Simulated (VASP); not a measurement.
# MnO (Fm-3m) in VASP: single point with PBE

Aim: the single point of MnO with PBE.

Everything below comes from runs of VASP 6.6.1. Logs are shortened: lines on timing, memory, paths and dates and some standing lists are left out, and cuts for length are marked.

## (1) The cell of the first run

Symmetry: Fm-3m, No. 225, cubic system. The conventional cell has a = 4.446 Å, b = 4.446 Å, c = 4.446 Å, α = 90.00°, β = 90.00°, γ = 90.00°. Within 2.9 Å of Mn (site symmetry m-3m) lie 6 O at 2.22 Å. O (site symmetry m-3m) has 6 Mn at 2.22 Å within 2.9 Å.

## (2) Single point, PBE, collinear spin, ferromagnetic start

Contents of INCAR:

```
PREC     = Accurate       # precision mode
ENCUT    = 600            # plane-wave cutoff, eV
EDIFF    = 1E-6           # SCF threshold, eV
ISMEAR   = 1              # smearing method
SIGMA    = 0.1            # smearing width, eV
LREAL    = F              # projectors in reciprocal space
LASPH    = T              # aspherical terms in the spheres
NELM     = 200            # most SCF steps
ALGO     = Normal         # electronic algorithm
ISIF     = 2              # what is computed and relaxed
LWAVE    = F              # write WAVECAR
LCHARG   = F              # write CHGCAR
ISPIN    = 2              # spin polarisation
MAGMOM   = 4 0            # initial moments
LORBIT   = 11             # projections on sites
LMAXMIX  = 4              # l up to which the mixer works
GGA      = PE             # functional
NBANDS   = 20             # bands
GGA_COMPAT= F
```

Contents of KPOINTS:

```
regular mesh
0
Gamma
  9 9 9
```

Contents of POSCAR:

```
MnO
1.0
    0.0000000000      2.2230000000      2.2230000000
    2.2230000000      0.0000000000      2.2230000000
    2.2230000000      2.2230000000      0.0000000000
Mn O
1 1
Direct
    0.0000000000      0.0000000000      0.0000000000
    0.5000000000      0.5000000000      0.5000000000
```

Potentials or basis: VASP PAW PBE potentials, release 64 (Mn_pv, O).

On the command line:

```bash
> cat potpaw_PBE.64/Mn_pv/POTCAR potpaw_PBE.64/O/POTCAR > POTCAR
> mpirun -np 1 vasp_std > vasp.out
```

OUTCAR:

```text
PREC = Accurate
   ENCUT = 600
   EDIFF = 1E-6
   ISMEAR = 1
   LREAL = F
   LASPH = T
   NELM = 200
   ISIF = 2
   ISPIN = 2
   LORBIT = 11
   GGA = PE

 ion  position               nearest neighbor table
   1  0.000  0.000  0.000-   2 2.22   2 2.22   2 2.22   2 2.22   2 2.22   2 2.22
   2  0.500  0.500  0.500-   1 2.22   1 2.22   1 2.22   1 2.22   1 2.22   1 2.22

  LATTYP: Found a face centered cubic cell.
 ALAT       =     4.4460000000

  Lattice vectors:

 A1 = (   0.0000000000,   2.2230000000,   2.2230000000)
 A2 = (   2.2230000000,   0.0000000000,   2.2230000000)
 A3 = (   2.2230000000,   2.2230000000,   0.0000000000)

Analysis of symmetry for initial positions (statically):
=====================================================================
 Subroutine PRICEL returns:
 Original cell was already a primitive cell.

 Routine SETGRP: Setting up the symmetry group for a
 face centered cubic supercell.

 Subroutine GETGRP returns: Found 48 space group operations
 (whereof 48 operations were pure point group operations)
 out of a pool of 48 trial point group operations.

The static configuration has the point symmetry O_h .

Analysis of symmetry for dynamics (positions and initial velocities):
=====================================================================
 Subroutine PRICEL returns:
 Original cell was already a primitive cell.

 Routine SETGRP: Setting up the symmetry group for a
 face centered cubic supercell.

 Subroutine GETGRP returns: Found 48 space group operations
 (whereof 48 operations were pure point group operations)
 out of a pool of 48 trial point group operations.

The dynamic configuration has the point symmetry O_h .

Analysis of structural, dynamic, and magnetic symmetry:
=====================================================================
 Subroutine PRICEL returns:
 Original cell was already a primitive cell.

 Routine SETGRP: Setting up the symmetry group for a
 face centered cubic supercell.

 Subroutine GETGRP returns: Found 48 space group operations
 (whereof 48 operations were pure point group operations)
 out of a pool of 48 trial point group operations.

The overall configuration has the point symmetry O_h .

 Subroutine INISYM returns: Found 48 space group operations
 (whereof 48 operations are pure point group operations),
 and found     1 'primitive' translations

----------------------------------------------------------------------------------------

[... 114 lines left out ...]
  Fermi-wavevector in a.u.,A,eV,Ry     =   1.559708  2.947420 33.098734  2.432688
  Thomas-Fermi vector in A             =   2.663027
   LORBIT       =     11    0 simple, 1 ext, 2 COOP (PROOUT), +10 PAW based schemes
   GGA     = PE    functional components
   LHFCALC =     F    Hartree Fock is set to
   AEXX    =    0.0000 exact exchange contribution
   IVDW    =     0    specifies the selected vdW correction
   LEPSILON=     F    determine dielectric tensor
   LRPA    =     F    only Hartree local field effects (RPA)
 spin polarized calculation
 Methfessel and Paxton  Order N= 1 SIGMA  =   0.10
  energy-cutoff  :      600.00
  volume of cell :       21.97
 maximum number of plane-waves:       751
 NGX is ok and might be reduce to    28
   NGX = 13   NGY = 13   NGZ = 13

 number of electron      18.9999997 magnetization       4.7479612

 Free energy of the ion-electron system (eV)
  ---------------------------------------------------
  ext. energy  EPLUGINS =         0.00000000
  ---------------------------------------------------
  free energy    TOTEN  =       -16.40731787 eV

  energy without entropy =      -16.40665622  energy(sigma->0) =      -16.40709732

 E-fermi :   7.5736     XC(G=0): -11.8640

 val. band max:        7.5694993848   @ k =   0.2222   0.2222   0.0000
 cond. band min:       7.6076857271   @ k =  -0.3333   0.2222   0.0000
 fundamental gap:      0.0381863423
 Fermi energy:         7.5735501691

 spin component 1

 k-point     1 :       0.0000    0.0000    0.0000
  band No.  band energies     occupation
      1     -42.8297      1.00000
      2     -42.8297      1.00000
      3     -42.8297      1.00000
      4     -12.7382      1.00000
      5       3.7828      1.00000
      6       3.7828      1.00000
[... 541 lines left out ...]
     19      33.3284      0.00000
     20      35.6402      0.00000

 [... further k-points ...]

 spin component 2

 k-point     1 :       0.0000    0.0000    0.0000
  band No.  band energies     occupation
      1     -38.1807      1.00000
      2     -38.1807      1.00000
      3     -38.1807      1.00000
      4     -12.3064      1.00000
      5       4.1593      1.00000
      6       4.1593      1.00000
[... 541 lines left out ...]
     19      34.3160      0.00000
     20      35.9161      0.00000

 [... further k-points ...]

------------------------ aborting loop because EDIFF is reached ----------------------------------------

  FORCE on cell =-STRESS in cart. coord.  units (eV):
  Direction    XX          YY          ZZ          XY          YZ          ZX
  --------------------------------------------------------------------------------------
  -------------------------------------------------------------------------------------
  Total       -0.0935705     -0.0935705     -0.0935705     -0.0000000      0.0000000      0.0000000
  in kB       -6.8234038     -6.8234038     -6.8234038     -0.0000000      0.0000000      0.0000000
  external PRESSURE =      -6.8234038 kB  Pullay stress =       0.0000000 kB

 VOLUME and BASIS-vectors are now :
 -----------------------------------------------------------------------------
  energy-cutoff  :      600.00
  volume of cell :       21.97
      direct lattice vectors                 reciprocal lattice vectors
     0.000000000  2.223000000  2.223000000    -0.224921278  0.224921278  0.224921278
     2.223000000  0.000000000  2.223000000     0.224921278 -0.224921278  0.224921278
     2.223000000  2.223000000  0.000000000     0.224921278  0.224921278 -0.224921278

 POSITION                                       TOTAL-FORCE (eV/Angst)
 -----------------------------------------------------------------------------------
      0.00000      0.00000      0.00000        -0.000000      0.000000      0.000000
      2.22300      2.22300      2.22300         0.000000     -0.000000     -0.000000
 -----------------------------------------------------------------------------------
    total drift:                                0.000000      0.000000      0.000000

  FREE ENERGIE OF THE ION-ELECTRON SYSTEM (eV)
  ---------------------------------------------------
  free  energy   TOTEN  =       -16.4073178723 eV

  energy  without entropy=      -16.4066562220  energy(sigma->0) =      -16.40709732

 total charge

# of ion       s       p       d       tot
------------------------------------------
    1        0.202   6.176   4.977  11.355
    2        1.558   3.415   0.000   4.972
--------------------------------------------------
tot          1.760   9.591   4.977  16.327

 magnetization (x)

# of ion       s       p       d       tot
------------------------------------------
    1        0.034   0.026   4.258   4.317
    2        0.030   0.166   0.000   0.196
--------------------------------------------------
tot          0.064   0.192   4.258   4.514
```

stdout:

```text
POSCAR found type information on POSCAR MnO
 POSCAR found :  2 types and       2 ions
 scaLAPACK will be used
 LDA part: xc-table for (Slater+PW92), standard interpolation
 POSCAR, INCAR and KPOINTS ok, starting setup
 FFT: planning ... GRIDC
 FFT: planning ... GRID_SOFT
 FFT: planning ... GRID
 WAVECAR not read
 entering main loop
```

Run time: 41 s. Hardware: 1 thread of Intel Xeon Platinum 8375C at 2.90GHz (Ice Lake), shared host; peak memory 0.19 GiB.

Results:

| Item | Value |
| --- | --- |
| Free energy | -16.4073 eV |
| Pressure | -0.7 GPa |
| Net moment | 4.75 μB per cell |
| Site moments | Mn +4.32; O +0.20 μB |
| Valence electrons inside the program's atomic spheres | Mn 11.36; O 4.97 |

Caveat: a cell with one magnetic atom can't hold antiferromagnetic order, which such compounds often take; semilocal functionals often make such compounds metallic where correlation or magnetic order opens a gap, which also shifts bond lengths. With open d or f shells a metallic result of PBE can be an artefact of self-interaction; +U or a hybrid may open a gap.
